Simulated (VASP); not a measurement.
# Se (Im-3m) in VASP: a series of runs, part 2 of 2

VASP 6.6.1.

## (3) Single point, LDA (9.50 Å³/atom)

INCAR

```
PREC = Accurate
ENCUT = 520
EDIFF = 1E-6
ISMEAR = -1
SIGMA = 0.08
LREAL = F
LASPH = T
NELM = 100
ALGO = Normal
ISIF = 2
LWAVE = F
LCHARG = T
LELF = T
LVHAR = T
NBANDS = 9
```

KPOINTS

```
Automatic mesh
0
Gamma
  15 15 15
```

POSCAR

```
Se
1.0
   -1.3342402192      1.3342402192      1.3342402192
    1.3342402192     -1.3342402192      1.3342402192
    1.3342402192      1.3342402192     -1.3342402192
Se
1
Direct
    0.0000000000      0.0000000000      0.0000000000
```

Potentials or basis: VASP PAW LDA potentials, release 64 (Se).

Run with:

```
cat potpaw_LDA.64/Se/POTCAR > POTCAR
mpirun -np 1 vasp_std > vasp.out
```

Run time: 3.8 s. Hardware: 1 thread of Intel Xeon 6975P-C (Granite Rapids), shared host; peak memory 0.12 GiB.

The run converged. Its results:

| Item | Value |
| --- | --- |
| Free energy | 0.8148 eV |
| Pressure | 283.3 GPa |
| Band gap on the k mesh | zero (bands 3 and 4 overlap by 17.52 eV) |

Levels at points of the mesh, in eV from the Fermi level:
| k point | band 1 | band 2 | band 3 | band 4 | band 5 | band 6 | band 7 |
| --- | --- | --- | --- | --- | --- | --- | --- |
| (0.00, 0.00, 0.00) | -26.77 | 9.38 | 9.38 | 9.38 | 14.75 | 14.75 | 14.75 |

Caveat: the cell stands under pressure.

## (4) Single point, LDA (11.40 Å³/atom)

This run uses another cell than the first one, of 11.40 Å³/atom.

INCAR

```
SYSTEM = Se
PREC     = Accurate       ! precision mode
ENCUT    = 520            ! plane-wave cutoff, eV
EDIFF    = 1E-6           ! SCF threshold, eV
ISMEAR   = -1             ! smearing method
SIGMA    = 0.08           ! smearing width, eV
LREAL    = .FALSE.        ! projectors in reciprocal space
LASPH    = .TRUE.         ! aspherical terms in the spheres
NELM     = 100            ! most SCF steps
ALGO     = Normal         ! electronic algorithm
ISIF     = 2              ! what is computed and relaxed
LWAVE    = .FALSE.        ! write WAVECAR
LCHARG   = .FALSE.        ! write CHGCAR
GGA      = CA             ! functional
NBANDS   = 9              ! bands
```

KPOINTS

```
Automatic mesh
0
G
  15 15 15
  0 0 0
```

POSCAR

```
Se
1.0
   -1.4178418023      1.4178418023      1.4178418023
    1.4178418023     -1.4178418023      1.4178418023
    1.4178418023      1.4178418023     -1.4178418023
Se
1
Direct
    0.0000000000      0.0000000000      0.0000000000
```

Potentials or basis: VASP PAW LDA potentials, release 64 (Se).

Run with:

```
cat potpaw_LDA.64/Se/POTCAR > POTCAR
mpirun -np 1 vasp_std > vasp.out
```

OUTCAR:

```text
SYSTEM = Se
   PREC = Accurate
   ENCUT = 520
   EDIFF = 1E-6
   ISMEAR = -1
   LREAL = .FALSE.
   LASPH = .TRUE.
   NELM = 100
   ISIF = 2
   GGA = CA

 ion  position               nearest neighbor table
   1  0.000  0.000  0.000-

  LATTYP: Found a body centered cubic cell.
 ALAT       =     2.8356836046

  Lattice vectors:

 A1 = (  -1.4178418023,   1.4178418023,   1.4178418023)
 A2 = (   1.4178418023,  -1.4178418023,   1.4178418023)
 A3 = (   1.4178418023,   1.4178418023,  -1.4178418023)

Analysis of symmetry for initial positions (statically):
=====================================================================
 Subroutine PRICEL returns:
 Original cell was already a primitive cell.

 Routine SETGRP: Setting up the symmetry group for a
 body centered cubic supercell.

 Subroutine GETGRP returns: Found 48 space group operations
 (whereof 48 operations were pure point group operations)
 out of a pool of 48 trial point group operations.

The static configuration has the point symmetry O_h .

Analysis of symmetry for dynamics (positions and initial velocities):
=====================================================================
 Subroutine PRICEL returns:
 Original cell was already a primitive cell.

 Routine SETGRP: Setting up the symmetry group for a
 body centered cubic supercell.

 Subroutine GETGRP returns: Found 48 space group operations
 (whereof 48 operations were pure point group operations)
 out of a pool of 48 trial point group operations.

The dynamic configuration has the point symmetry O_h .

 Subroutine INISYM returns: Found 48 space group operations
 (whereof 48 operations are pure point group operations),
 and found     1 'primitive' translations

----------------------------------------------------------------------------------------

[... 109 lines left out ...]
     AMIX     =   0.40;   BMIX     =  1.00
     AMIX_MAG =   1.60;   BMIX_MAG =  1.00
  volume/ion in A,a.u.               =      11.40        76.94
  Fermi-wavevector in a.u.,A,eV,Ry     =   1.321734  2.497716 23.769125  1.746981
  Thomas-Fermi vector in A             =   2.451467
   LORBIT       =      0    0 simple, 1 ext, 2 COOP (PROOUT), +10 PAW based schemes
   GGA     = CA    functional components
   LHFCALC =     F    Hartree Fock is set to
   AEXX    =    0.0000 exact exchange contribution
   IVDW    =     0    specifies the selected vdW correction
   LEPSILON=     F    determine dielectric tensor
   LRPA    =     F    only Hartree local field effects (RPA)
 non-spin polarized calculation
  energy-cutoff  :      520.00
  volume of cell :       11.40
 maximum number of plane-waves:       321
   NGX =  9   NGY =  9   NGZ =  9

 number of electron       5.9999997 magnetization

 Free energy of the ion-electron system (eV)
  ---------------------------------------------------
  ext. energy  EPLUGINS =         0.00000000
  ---------------------------------------------------
  free energy    TOTEN  =        -1.59980070 eV

  energy without entropy =       -1.59274024  energy(sigma->0) =       -1.59627047

 E-fermi :  15.0918     XC(G=0): -13.4859

 val. band max:       15.0872498803   @ k =  -0.4667   0.4667   0.2000
 cond. band min:      15.1457133091   @ k =  -0.2000   0.2000   0.1333
 fundamental gap:      0.0584634288
 Fermi energy:        15.0917842894

 k-point     1 :       0.0000    0.0000    0.0000
  band No.  band energies     occupation
      1      -8.4056      2.00000
      2      22.2721      0.00000
      3      22.2721      0.00000
      4      22.2721      0.00000
      5      29.0970      0.00000
      6      29.0970      0.00000
      7      29.0970      0.00000
      8      32.8449      0.00000
      9      32.8449      0.00000
[... 265 lines left out ...]
 k-point    24 :       0.4000    0.2000    0.0000
  band No.  band energies     occupation
      1       0.6266      2.00000
      2       3.3766      2.00000
      3       9.7359      2.00000
      4      16.6451      0.00000
      5      25.5043      0.00000
      6      30.0155      0.00000
      7      33.4976      0.00000
      8      34.4218      0.00000
      9      44.6826      0.00000

 [... further k-points ...]

------------------------ aborting loop because EDIFF is reached ----------------------------------------

  FORCE on cell =-STRESS in cart. coord.  units (eV):
  Direction    XX          YY          ZZ          XY          YZ          ZX
  --------------------------------------------------------------------------------------
  -------------------------------------------------------------------------------------
  Total       10.0253411     10.0253411     10.0253411     -0.0000000     -0.0000000      0.0000000
  in kB     1408.8553948   1408.8553948   1408.8553948     -0.0000000     -0.0000000      0.0000000
  external PRESSURE =    1408.8553948 kB  Pullay stress =       0.0000000 kB

 VOLUME and BASIS-vectors are now :
 -----------------------------------------------------------------------------
  energy-cutoff  :      520.00
  volume of cell :       11.40
      direct lattice vectors                 reciprocal lattice vectors
    -1.417841802  1.417841802  1.417841802     0.000000000  0.352648652  0.352648652
     1.417841802 -1.417841802  1.417841802     0.352648652  0.000000000  0.352648652
     1.417841802  1.417841802 -1.417841802     0.352648652  0.352648652  0.000000000

 POSITION                                       TOTAL-FORCE (eV/Angst)
 -----------------------------------------------------------------------------------
      0.00000      0.00000      0.00000         0.000000      0.000000     -0.000000
 -----------------------------------------------------------------------------------
    total drift:                                0.000000     -0.000000      0.000000

  FREE ENERGIE OF THE ION-ELECTRON SYSTEM (eV)
  ---------------------------------------------------
  free  energy   TOTEN  =        -1.5998006955 eV

  energy  without entropy=       -1.5927402401  energy(sigma->0) =       -1.59627047
```

Run time: 3.5 s. Hardware: 1 thread of Intel Xeon 6975P-C (Granite Rapids), shared host; peak memory 0.12 GiB.

What came out:

```
Free energy            : -1.5998 eV
Pressure               : 140.9 GPa
Band gap on the k mesh : zero (bands 3 and 4 overlap by 13.79 eV)
```

Caveat: the cell stands under pressure.

## (5) Single point, LDA (11.40 Å³/atom)

This run uses another cell than the first one, of 11.40 Å³/atom.

INCAR

```
PREC     = Accurate       # precision mode
ENCUT    = 520            # plane-wave cutoff, eV
EDIFF    = 1E-7           # SCF threshold, eV
ISMEAR   = -1             # smearing method
SIGMA    = 0.08           # smearing width, eV
LREAL    = False          # projectors in reciprocal space
LASPH    = True           # aspherical terms in the spheres
NELM     = 80             # most SCF steps
ALGO     = Normal         # electronic algorithm
ISIF     = 2              # what is computed and relaxed
LWAVE    = False          # write WAVECAR
LCHARG   = True           # write CHGCAR
GGA      = CA             # functional
LELF     = True           # ELF
LVHAR    = True         
NBANDS   = 9              # bands
```

KPOINTS

```
Automatic mesh
0
Gamma
  15 15 15
```

POSCAR is that of step 4.

Potentials or basis: VASP PAW LDA potentials, release 64 (Se).

Run with:

```
cat potpaw_LDA.64/Se/POTCAR > POTCAR
mpirun -np 1 vasp_std > vasp.out
```

OUTCAR:

```text
PREC = Accurate
   ENCUT = 520
   EDIFF = 1E-7
   ISMEAR = -1
   LREAL = False
   LASPH = True
   NELM = 80
   ISIF = 2
   GGA = CA

 ion  position               nearest neighbor table
   1  0.000  0.000  0.000-

  LATTYP: Found a body centered cubic cell.
 ALAT       =     2.8356836046

  Lattice vectors:

 A1 = (  -1.4178418023,   1.4178418023,   1.4178418023)
 A2 = (   1.4178418023,  -1.4178418023,   1.4178418023)
[... 464 lines left out ...]
      7      33.4977      0.00000
      8      34.4219      0.00000
      9      44.6794      0.00000

 [... further k-points ...]

------------------------ aborting loop because EDIFF is reached ----------------------------------------

  FORCE on cell =-STRESS in cart. coord.  units (eV):
  Direction    XX          YY          ZZ          XY          YZ          ZX
  --------------------------------------------------------------------------------------
  -------------------------------------------------------------------------------------
  Total       10.0243228     10.0243228     10.0243228     -0.0000000     -0.0000000      0.0000000
  in kB     1408.7122926   1408.7122926   1408.7122926     -0.0000000     -0.0000000      0.0000000
  external PRESSURE =    1408.7122926 kB  Pullay stress =       0.0000000 kB

 VOLUME and BASIS-vectors are now :
 -----------------------------------------------------------------------------
  energy-cutoff  :      520.00
  volume of cell :       11.40
      direct lattice vectors                 reciprocal lattice vectors
    -1.417841802  1.417841802  1.417841802     0.000000000  0.352648652  0.352648652
     1.417841802 -1.417841802  1.417841802     0.352648652  0.000000000  0.352648652
     1.417841802  1.417841802 -1.417841802     0.352648652  0.352648652  0.000000000

 POSITION                                       TOTAL-FORCE (eV/Angst)
 -----------------------------------------------------------------------------------
      0.00000      0.00000      0.00000         0.000000     -0.000000     -0.000000
 -----------------------------------------------------------------------------------
    total drift:                                0.000000     -0.000000      0.000000

  FREE ENERGIE OF THE ION-ELECTRON SYSTEM (eV)
  ---------------------------------------------------
  free  energy   TOTEN  =        -1.5998007256 eV

  energy  without entropy=       -1.5927402361  energy(sigma->0) =       -1.59627048
```

OSZICAR:

```text
N       E                     dE             d eps       ncg     rms          rms(c)
DAV:   1     0.101980613776E+02    0.10198E+02   -0.34033E+03  2185   0.610E+02
DAV:   2    -0.147820531333E+01   -0.11676E+02   -0.11350E+02  3034   0.855E+01
DAV:   3    -0.163891138778E+01   -0.16071E+00   -0.16021E+00  2611   0.862E+00
DAV:   4    -0.163906488379E+01   -0.15350E-03   -0.15349E-03  2857   0.259E-01
DAV:   5    -0.163906492788E+01   -0.44089E-07   -0.42657E-07  2497   0.406E-03    0.106E+01
DAV:   6    -0.161300569104E+01    0.26059E-01   -0.37755E-03  2622   0.401E-01    0.639E+00
DAV:   7    -0.159989942272E+01    0.13106E-01   -0.64933E-03  2741   0.552E-01    0.742E-02
DAV:   8    -0.159980157071E+01    0.97852E-04   -0.17629E-04  2391   0.868E-02    0.108E-02
DAV:   9    -0.159980069552E+01    0.87519E-06   -0.66270E-06  2958   0.166E-02    0.518E-03
DAV:  10    -0.159980072559E+01   -0.30067E-07   -0.71960E-08  2044   0.200E-03
   1 F= -.15998007E+01 E0= -.15962705E+01  d E =-.706049E-02
```

stdout:

```text
POSCAR found type information on POSCAR Se
 POSCAR found :  1 types and       1 ions
 scaLAPACK will be used
 LDA part: xc-table for (Slater(with rela. corr.)+CA(PZ))
 , standard interpolation
 POSCAR, INCAR and KPOINTS ok, starting setup
 FFT: planning ... GRIDC
 FFT: planning ... GRID_SOFT
 FFT: planning ... GRID
 WAVECAR not read
 entering main loop
```

Wall time 4 s (1 thread of Intel Xeon 6975P-C (Granite Rapids), shared host); peak memory 0.12 GiB.

Results:

- Free energy: -1.5998 eV
- Pressure: 140.9 GPa
- Band gap on the k mesh: zero (bands 3 and 4 overlap by 13.79 eV)

Caveat: the cell stands under pressure.
